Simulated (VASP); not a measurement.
# ZrN (Fm-3m) in VASP: a series of runs

ZrN is run at these levels: PBE; tasks: single point.

All numbers are computed with VASP 6.6.1; they aren't measurements. Logs are shortened: lines on timing, memory, paths and dates and some standing lists are left out, and cuts for length are marked.

### Step 1. The cell of the first run

It takes space group Fm-3m (No. 225, cubic). The conventional cell has a = 4.548 Å, b = 4.548 Å, c = 4.548 Å, α = 90.00°, β = 90.00°, γ = 90.00°. Zr (site symmetry m-3m) has 6 N at 2.27 Å within 3.0 Å. N (site symmetry m-3m) has 6 Zr at 2.27 Å within 3.0 Å.

### Step 2. Single point, PBE (volume scaled by 0.97)

The input, INCAR:

```
SYSTEM = ZrN
PREC = Accurate
ENCUT = 600
EDIFF = 1E-6
ISMEAR = 0
SIGMA = 0.1
LREAL = .False.
LASPH = .True.
NELM = 120
ALGO = Normal
ISIF = 2
LWAVE = .False.
LCHARG = .False.
GGA = PE
NBANDS = 16
GGA_COMPAT = .False.
```

The input, KPOINTS:

```
regular mesh
0
Gamma
  20 20 20
  0 0 0
```

The input, POSCAR:

```
ZrN
1.0
    0.0000000000      2.2741207541      2.2741207541
    2.2741207541      0.0000000000      2.2741207541
    2.2741207541      2.2741207541      0.0000000000
Zr N
1 1
Direct
    0.0000000000      0.0000000000      0.0000000000
    0.5000000000      0.5000000000      0.5000000000
```

Potentials or basis: VASP PAW PBE potentials, release 64 (Zr_sv, N).

Launch:

```sh
cat potpaw_PBE.64/Zr_sv/POTCAR potpaw_PBE.64/N/POTCAR > POTCAR
mpirun -np 1 vasp_std > vasp.out
```

OUTCAR:

```text
SYSTEM = ZrN
   PREC = Accurate
   ENCUT = 600
   EDIFF = 1E-6
   ISMEAR = 0
   LREAL = .False.
   LASPH = .True.
   NELM = 120
   ISIF = 2
   GGA = PE

 ion  position               nearest neighbor table
   1  0.000  0.000  0.000-   2 2.27   2 2.27   2 2.27   2 2.27   2 2.27   2 2.27
   2  0.500  0.500  0.500-   1 2.27   1 2.27   1 2.27   1 2.27   1 2.27   1 2.27

  LATTYP: Found a face centered cubic cell.
 ALAT       =     4.5482415082

  Lattice vectors:

 A1 = (   0.0000000000,   2.2741207541,   2.2741207541)
 A2 = (   2.2741207541,   0.0000000000,   2.2741207541)
 A3 = (   2.2741207541,   2.2741207541,   0.0000000000)

Analysis of symmetry for initial positions (statically):
=====================================================================
 Subroutine PRICEL returns:
 Original cell was already a primitive cell.

 Routine SETGRP: Setting up the symmetry group for a
 face centered cubic supercell.

 Subroutine GETGRP returns: Found 48 space group operations
 (whereof 48 operations were pure point group operations)
 out of a pool of 48 trial point group operations.

The static configuration has the point symmetry O_h .

Analysis of symmetry for dynamics (positions and initial velocities):
=====================================================================
 Subroutine PRICEL returns:
 Original cell was already a primitive cell.

 Routine SETGRP: Setting up the symmetry group for a
 face centered cubic supercell.

 Subroutine GETGRP returns: Found 48 space group operations
 (whereof 48 operations were pure point group operations)
 out of a pool of 48 trial point group operations.

The dynamic configuration has the point symmetry O_h .

 Subroutine INISYM returns: Found 48 space group operations
 (whereof 48 operations are pure point group operations),
 and found     1 'primitive' translations

----------------------------------------------------------------------------------------

                                     Primitive cell

  volume of cell :      23.5218

  direct lattice vectors                    reciprocal lattice vectors
     0.000000000  2.274120754  2.274120754    -0.219865194  0.219865194  0.219865194
     2.274120754  0.000000000  2.274120754     0.219865194 -0.219865194  0.219865194
     2.274120754  2.274120754  0.000000000     0.219865194  0.219865194 -0.219865194

  length of vectors
     3.216092413  3.216092413  3.216092413     0.380817686  0.380817686  0.380817686

  position of ions in fractional coordinates (direct lattice)
     0.000000000  0.000000000  0.000000000
     0.500000000  0.500000000  0.500000000

  ion indices of the primitive-cell ions
   primitive index   ion index
                 1           1
                 2           2

----------------------------------------------------------------------------------------

 KPOINTS: regular mesh

Automatic generation of k-mesh.
 Grid dimensions read from file:
 generate k-points for:   20   20   20

 Generating k-lattice:

  Cartesian coordinates                     Fractional coordinates (reciprocal lattice)
    -0.010993260  0.010993260  0.010993260     0.050000000  0.000000000  0.000000000
     0.010993260 -0.010993260  0.010993260     0.000000000  0.050000000  0.000000000
     0.010993260  0.010993260 -0.010993260     0.000000000  0.000000000  0.050000000

  Length of vectors
     0.019040884  0.019040884  0.019040884

  Shift w.r.t. Gamma in fractional coordinates (k-lattice)
     0.000000000  0.000000000  0.000000000

 Subroutine IBZKPT returns following result:
 ===========================================

 Found    256 irreducible k-points:

 Following reciprocal coordinates:
            Coordinates               Weight
  0.000000  0.000000  0.000000      1.000000
  0.050000  0.000000  0.000000      8.000000
  0.100000  0.000000  0.000000      8.000000
  0.150000  0.000000  0.000000      8.000000
  0.200000  0.000000  0.000000      8.000000
  0.250000  0.000000  0.000000      8.000000
[... 16 lines left out ...]
 -0.400000  0.050000  0.000000     24.000000
 -0.350000  0.050000  0.000000     24.000000
 [... further k-points ...]
   k-points           NKPTS =    256   k-points in BZ     NKDIM =    256   number of bands    NBANDS=     16
   number of dos      NEDOS =    301   number of ions     NIONS =      2
   total plane-waves  NPLWV =  21952
   dimension x,y,z NGX =    28 NGY =   28 NGZ =   28
   dimension x,y,z NGXF=    56 NGYF=   56 NGZF=   56
   ions per type =               1   1
   NGX,Y,Z   is equivalent  to a cutoff of  14.47, 14.47, 14.47 a.u.
   NGXF,Y,Z  is equivalent  to a cutoff of  28.95, 28.95, 28.95 a.u.
 SYSTEM =  ZrN
   PREC   = accura    normal or accurate (medium, high low for compatibility)
   ISTART =      0    job   : 0-new  1-cont  2-samecut
   ICHARG =      2    charge: 1-file 2-atom 10-const
   ISPIN  =      1    spin polarized calculation?
   LNONCOLLINEAR =      F non collinear calculations
   LSORBIT =      F    spin-orbit coupling
   LASPH  =      T    aspherical Exc in radial PAW
   ENCUT  =  600.0 eV  44.10 Ry    6.64 a.u.   6.42  6.42  6.42*2*pi/ulx,y,z
   NELM   =    120;   NELMIN=  2; NELMDL= -5     # of ELM steps
   EDIFF  = 0.1E-05   stopping-criterion for ELM
   LREAL  =      F    real-space projection
   EDIFFG = 0.1E-04   stopping-criterion for IOM
   NSW    =      0    number of steps for IOM
   IBRION =     -1    ionic relax: 0-MD 1-quasi-New 2-CG
   NFREE  =      0    steps in history (QN), initial steepest desc. (CG)
   ISIF   =      2    stress and relaxation
   ISYM   =      2    0-nonsym 1-usesym 2-fastsym
   POTIM  = 0.5000    time-step for ionic-motion
   TEBEG  =    0.0;   TEEND  =   0.0 temperature during run
   PSTRESS=    0.0 pullay stress
   NELECT =      17.0000    total number of electrons
   NUPDOWN=      -1.0000    fix difference up-down
   EMIN   =  10.00;   EMAX   =-10.00  energy-range for DOS
   EFERMI =   0.00;   METHOD = LEGACY
   ISMEAR =     0;   SIGMA  =   0.10  broadening in eV -4-tet -1-fermi 0-gaus
   EFERMI_NEDOS =   21; number of points for ismear=-14 and -15
   IALGO  =     38    algorithm
   IMIX   =      4    mixing-type and parameters
     AMIX     =   0.40;   BMIX     =  1.00
     AMIX_MAG =   1.60;   BMIX_MAG =  1.00
  volume/ion in A,a.u.               =      11.76        79.37
  Fermi-wavevector in a.u.,A,eV,Ry     =   1.469155  2.776300 29.367038  2.158416
  Thomas-Fermi vector in A             =   2.584566
   LORBIT       =      0    0 simple, 1 ext, 2 COOP (PROOUT), +10 PAW based schemes
   GGA     = PE    functional components
   LHFCALC =     F    Hartree Fock is set to
   AEXX    =    0.0000 exact exchange contribution
   IVDW    =     0    specifies the selected vdW correction
   LEPSILON=     F    determine dielectric tensor
   LRPA    =     F    only Hartree local field effects (RPA)
 non-spin polarized calculation
 Gauss-broadening in eV      SIGMA  =   0.10
  energy-cutoff  :      600.00
  volume of cell :       23.52
 maximum number of plane-waves:       817
 NGX is ok and might be reduce to    28
   NGX = 13   NGY = 13   NGZ = 13

 number of electron      17.0000000 magnetization

 Free energy of the ion-electron system (eV)
  ---------------------------------------------------
  ext. energy  EPLUGINS =         0.00000000
  ---------------------------------------------------
  free energy    TOTEN  =       -20.35370676 eV

  energy without entropy =      -20.35000549  energy(sigma->0) =      -20.35185612

 E-fermi :  12.3256     XC(G=0): -12.6309

 val. band max:       12.3125024560   @ k =  -0.1000   0.1000   0.0000
 cond. band min:      12.3324670065   @ k =  -0.4000   0.3000   0.0000
 fundamental gap:      0.0199645505
 Fermi energy:        12.3256252866

 k-point     1 :       0.0000    0.0000    0.0000
  band No.  band energies     occupation
      1     -37.2421      2.00000
      2     -14.8379      2.00000
      3     -14.8379      2.00000
      4     -14.8379      2.00000
      5      -4.0951      2.00000
      6       9.5905      2.00000
[... 8 lines left out ...]
     15      21.4942      0.00000
     16      35.2267      0.00000

 k-point     2 :       0.0500    0.0000    0.0000
  band No.  band energies     occupation
      1     -37.2383      2.00000
      2     -14.8730      2.00000
      3     -14.8404      2.00000
      4     -14.8404      2.00000
      5      -4.0408      2.00000
      6       9.3588      2.00000
[... 8 lines left out ...]
     15      21.6726      0.00000
     16      34.5037      0.00000

 k-point     3 :       0.1000    0.0000    0.0000
  band No.  band energies     occupation
      1     -37.2273      2.00000
      2     -14.9734      2.00000
      3     -14.8477      2.00000
      4     -14.8477      2.00000
      5      -3.8829      2.00000
      6       8.7915      2.00000
[... 8 lines left out ...]
     15      22.1808      0.00000
     16      33.1802      0.00000

 k-point     4 :       0.1500    0.0000    0.0000
  band No.  band energies     occupation
      1     -37.2101      2.00000
      2     -15.1255      2.00000
      3     -14.8590      2.00000
      4     -14.8590      2.00000
      5      -3.6379      2.00000
      6       8.0737      2.00000
[... 8 lines left out ...]
     15      22.9374      0.00000
     16      31.8334      0.00000
[... 324 lines left out ...]
 k-point    22 :      -0.4500    0.0500    0.0000
  band No.  band energies     occupation
      1     -37.0845      2.00000
      2     -16.0777      2.00000
      3     -14.9621      2.00000
      4     -14.9387      2.00000
      5      -1.8501      2.00000
      6       4.6090      2.00000
[... 8 lines left out ...]
     15      24.7657      0.00000
     16      25.0522      0.00000

 k-point    23 :      -0.4000    0.0500    0.0000
  band No.  band energies     occupation
      1     -37.0934      2.00000
      2     -16.0152      2.00000
      3     -14.9620      2.00000
      4     -14.9273      2.00000
      5      -1.9864      2.00000
      6       4.8184      2.00000
[... 8 lines left out ...]
     15      25.1323      0.00000
     16      25.4428      0.00000

 k-point    24 :      -0.3500    0.0500    0.0000
  band No.  band energies     occupation
      1     -37.1090      2.00000
      2     -15.9040      2.00000
      3     -14.9565      2.00000
      4     -14.9126      2.00000
      5      -2.2194      2.00000
      6       5.1890      2.00000
[... 8 lines left out ...]
     15      25.1042      0.00000
     16      26.1505      0.00000

 [... further k-points ...]

------------------------ aborting loop because EDIFF is reached ----------------------------------------

  FORCE on cell =-STRESS in cart. coord.  units (eV):
  Direction    XX          YY          ZZ          XY          YZ          ZX
  --------------------------------------------------------------------------------------
  -------------------------------------------------------------------------------------
  Total        1.2162508      1.2162508      1.2162508      0.0000000      0.0000000      0.0000000
  in kB       82.8444027     82.8444027     82.8444027      0.0000000      0.0000000      0.0000000
  external PRESSURE =      82.8444027 kB  Pullay stress =       0.0000000 kB

 VOLUME and BASIS-vectors are now :
 -----------------------------------------------------------------------------
  energy-cutoff  :      600.00
  volume of cell :       23.52
      direct lattice vectors                 reciprocal lattice vectors
     0.000000000  2.274120754  2.274120754    -0.219865194  0.219865194  0.219865194
     2.274120754  0.000000000  2.274120754     0.219865194 -0.219865194  0.219865194
     2.274120754  2.274120754  0.000000000     0.219865194  0.219865194 -0.219865194

 POSITION                                       TOTAL-FORCE (eV/Angst)
 -----------------------------------------------------------------------------------
      0.00000      0.00000      0.00000        -0.000000      0.000000     -0.000000
      2.27412      2.27412      2.27412         0.000000     -0.000000      0.000000
 -----------------------------------------------------------------------------------
    total drift:                                0.000000      0.000000      0.000000

  FREE ENERGIE OF THE ION-ELECTRON SYSTEM (eV)
  ---------------------------------------------------
  free  energy   TOTEN  =       -20.3537067553 eV

  energy  without entropy=      -20.3500054851  energy(sigma->0) =      -20.35185612
```

Wall time 2.1 min (1 thread of AMD EPYC 9R45 (Zen 5), shared host); peak memory 0.21 GiB.

Results:

- Free energy: -20.3537 eV
- Pressure: 8.3 GPa

Caveat: the cell differs from its parent crystal (volume scaled by 0.97).

### Step 3. Single point, PBE

This run uses another cell than the first one, of 12.12 Å³/atom, 1.031 times its volume.

The input, INCAR:

```
ALGO     = Normal         # electronic algorithm
EDIFF    = 1E-6           # SCF threshold, eV
ENCUT    = 600            # plane-wave cutoff, eV
GGA      = PE             # functional
GGA_COMPAT= False        
ISIF     = 2              # what is computed and relaxed
ISMEAR   = 0              # smearing method
LASPH    = True           # aspherical terms in the spheres
LCHARG   = False          # write CHGCAR
LREAL    = False          # projectors in reciprocal space
LWAVE    = False          # write WAVECAR
NBANDS   = 16             # bands
NELM     = 120            # most SCF steps
PREC     = Accurate       # precision mode
SIGMA    = 0.1            # smearing width, eV
```

The input, KPOINTS:

```
k-points
0
Gamma
  20 20 20
```

The input, POSCAR:

```
ZrN
1.0
    0.0000000000      2.2973276707      2.2973276707
    2.2973276707      0.0000000000      2.2973276707
    2.2973276707      2.2973276707      0.0000000000
Zr N
1 1
Direct
    0.0000000000      0.0000000000      0.0000000000
    0.5000000000      0.5000000000      0.5000000000
```

Potentials or basis: VASP PAW PBE potentials, release 64 (Zr_sv, N).

Launch:

```sh
cat potpaw_PBE.64/Zr_sv/POTCAR potpaw_PBE.64/N/POTCAR > POTCAR
mpirun -np 1 vasp_std > vasp.out
```

Run time: 2.4 min. Hardware: 1 thread of AMD EPYC 9R45 (Zen 5), shared host; peak memory 0.22 GiB.

Results (log left out):

```yaml
Free_energy: -20.3735 eV
Pressure: 0.1 GPa
```

Levels at points of the mesh, in eV from the Fermi level:
```csv
k point,band 6,band 7,band 8,band 9,band 10,band 11
"(0.00, 0.00, 0.00)",-2.69,-2.69,-2.69,-0.43,-0.43,-0.43
"(0.50, 0.00, 0.00)",-7.66,-5.70,-5.70,2.95,3.02,3.02
"(0.50, 0.50, 0.00)",-4.60,-3.49,-3.20,-3.20,3.30,4.45
```

### Step 4. Single point, PBE (volume scaled by 1.03)

The input, INCAR:

```
PREC = Accurate
ENCUT = 600
EDIFF = 1E-6
ISMEAR = 0
SIGMA = 0.1
LREAL = False
LASPH = True
NELM = 120
ALGO = Normal
ISIF = 2
LWAVE = False
LCHARG = False
GGA = PE
NBANDS = 16
GGA_COMPAT = False
```

The input, KPOINTS:

```
regular mesh
0
Gamma
  20 20 20
```

The input, POSCAR:

```
ZrN
1.0
    0.0000000000      2.3200749686      2.3200749686
    2.3200749686      0.0000000000      2.3200749686
    2.3200749686      2.3200749686      0.0000000000
Zr N
1 1
Direct
    0.0000000000      0.0000000000      0.0000000000
    0.5000000000      0.5000000000      0.5000000000
```

Launch:

```sh
cat potpaw_PBE.64/Zr_sv/POTCAR potpaw_PBE.64/N/POTCAR > POTCAR
mpirun -np 1 vasp_std > vasp.out
```

Run time: 2.1 min. Hardware: 1 thread of AMD EPYC 9R45 (Zen 5), shared host; peak memory 0.22 GiB.

It converged, with:

```yaml
Free_energy: -20.3591 eV
Pressure: -6.8 GPa
```

Levels at points of the mesh, in eV from the Fermi level:
| k point | band 4 | band 5 | band 6 | band 7 | band 8 | band 9 | band 10 | band 11 | band 12 | band 13 |
| --- | --- | --- | --- | --- | --- | --- | --- | --- | --- | --- |
| (0.00, 0.00, 0.00) | -27.38 | -16.15 | -2.64 | -2.64 | -2.64 | -0.42 | -0.42 | -0.42 | 1.47 | 1.47 |
| (0.50, 0.00, 0.00) | -27.46 | -14.11 | -7.51 | -5.55 | -5.55 | 2.83 | 2.89 | 2.89 | 4.55 | 7.30 |
| (0.50, 0.50, 0.00) | -27.69 | -15.59 | -4.61 | -3.37 | -3.17 | -3.17 | 3.17 | 4.26 | 4.26 | 4.56 |

Caveat: the cell differs from its parent crystal (volume scaled by 1.03).

### Step 5. Single point, PBE (volume scaled by 1.06)

The input, INCAR:

```
ALGO     = Normal         # electronic algorithm
EDIFF    = 1E-6           # SCF threshold, eV
ENCUT    = 600            # plane-wave cutoff, eV
GGA      = PE             # functional
GGA_COMPAT= False        
ISIF     = 2              # what is computed and relaxed
ISMEAR   = 0              # smearing method
LASPH    = True           # aspherical terms in the spheres
LCHARG   = False          # write CHGCAR
LREAL    = False          # projectors in reciprocal space
LWAVE    = False          # write WAVECAR
NBANDS   = 16             # bands
NELM     = 120            # most SCF steps
PREC     = Accurate       # precision mode
SIGMA    = 0.1            # smearing width, eV
```

The input, KPOINTS:

```
k-points
0
Gamma
  20 20 20
```

The input, POSCAR:

```
ZrN
1.0
    0.0000000000      2.3423847504      2.3423847504
    2.3423847504      0.0000000000      2.3423847504
    2.3423847504      2.3423847504      0.0000000000
Zr N
1 1
Direct
    0.0000000000      0.0000000000      0.0000000000
    0.5000000000      0.5000000000      0.5000000000
```

Launch:

```sh
cat potpaw_PBE.64/Zr_sv/POTCAR potpaw_PBE.64/N/POTCAR > POTCAR
mpirun -np 1 vasp_std > vasp.out
```

Wall time 2.2 min (1 thread of AMD EPYC 9R45 (Zen 5), shared host); peak memory 0.22 GiB.

It converged, with:

```yaml
Free_energy: -20.3155 eV
Pressure: -12.7 GPa
```

Levels at points of the mesh, in eV from the Fermi level:
| k point | band 4 | band 5 | band 6 | band 7 | band 8 | band 9 | band 10 | band 11 | band 12 | band 13 |
| --- | --- | --- | --- | --- | --- | --- | --- | --- | --- | --- |
| (0.00, 0.00, 0.00) | -27.48 | -16.01 | -2.59 | -2.59 | -2.59 | -0.40 | -0.40 | -0.40 | 1.41 | 1.41 |
| (0.50, 0.00, 0.00) | -27.55 | -14.10 | -7.36 | -5.41 | -5.41 | 2.71 | 2.77 | 2.77 | 4.42 | 7.01 |
| (0.50, 0.50, 0.00) | -27.76 | -15.44 | -4.60 | -3.25 | -3.14 | -3.14 | 3.04 | 4.07 | 4.07 | 4.29 |

Caveat: the cell differs from its parent crystal (volume scaled by 1.06).

### Step 6. Single point, PBE (volume scaled by 1.10)

The input, INCAR:

```
SYSTEM = ZrN
PREC = Accurate
ENCUT = 600
EDIFF = 1E-6
ISMEAR = 0
SIGMA = 0.1
LREAL = .FALSE.
LASPH = .TRUE.
NELM = 120
ALGO = Normal
ISIF = 2
LWAVE = .FALSE.
LCHARG = .FALSE.
GGA = PE
NBANDS = 16
GGA_COMPAT = .FALSE.
```

The input, KPOINTS:

```
regular mesh
0
G
  20 20 20
  0 0 0
```

The input, POSCAR:

```
ZrN
1.0
    0.0000000000      2.3714856732      2.3714856732
    2.3714856732      0.0000000000      2.3714856732
    2.3714856732      2.3714856732      0.0000000000
Zr N
1 1
Direct
    0.0000000000      0.0000000000      0.0000000000
    0.5000000000      0.5000000000      0.5000000000
```

Potentials or basis: VASP PAW PBE potentials, release 64 (Zr_sv, N).

Launch:

```sh
cat potpaw_PBE.64/Zr_sv/POTCAR potpaw_PBE.64/N/POTCAR > POTCAR
mpirun -np 1 vasp_std > vasp.out
```

It took 2.5 min on 1 thread of AMD EPYC 9R45 (Zen 5), shared host; peak memory 0.23 GiB.

Results (log left out):

| Quantity | Value |
| --- | --- |
| Free energy | -20.2194 eV |
| Pressure | -19.2 GPa |

Levels at points of the mesh, in eV from the Fermi level:
| k point | band 5 | band 6 | band 7 | band 8 | band 9 | band 10 | band 11 | band 12 |
| --- | --- | --- | --- | --- | --- | --- | --- | --- |
| (0.00, 0.00, 0.00) | -15.84 | -2.53 | -2.53 | -2.53 | -0.38 | -0.38 | -0.38 | 1.34 |
| (0.50, 0.00, 0.00) | -14.07 | -7.16 | -5.23 | -5.23 | 2.57 | 2.61 | 2.61 | 4.27 |
| (0.50, 0.50, 0.00) | -15.25 | -4.58 | -3.10 | -3.10 | -3.10 | 2.88 | 3.85 | 3.85 |

Caveat: the cell differs from its parent crystal (volume scaled by 1.10).

### Step 7. Overview

| cell | gap on the mesh (eV) | pressure (GPa) |
| --- | --- | --- |
| a = 3.216 Å, angles 60.0°, 2 atoms | none | 8.3 |
| a = 3.249 Å, angles 60.0°, 2 atoms | none | 0.1 |
| a = 3.281 Å, angles 60.0°, 2 atoms | none | -6.8 |
| a = 3.313 Å, angles 60.0°, 2 atoms | none | -12.7 |
| a = 3.354 Å, angles 60.0°, 2 atoms | none | -19.2 |

Alike in all rows: task single point; level PBE; potentials or basis VASP PAW PBE potentials, release 64 (Zr_sv, N); no spin polarisation; k mesh 20 × 20 × 20; cutoff (eV) 600; smearing gaussian 0.1 eV.

Absolute energies hang on the potentials; compare differences alone.
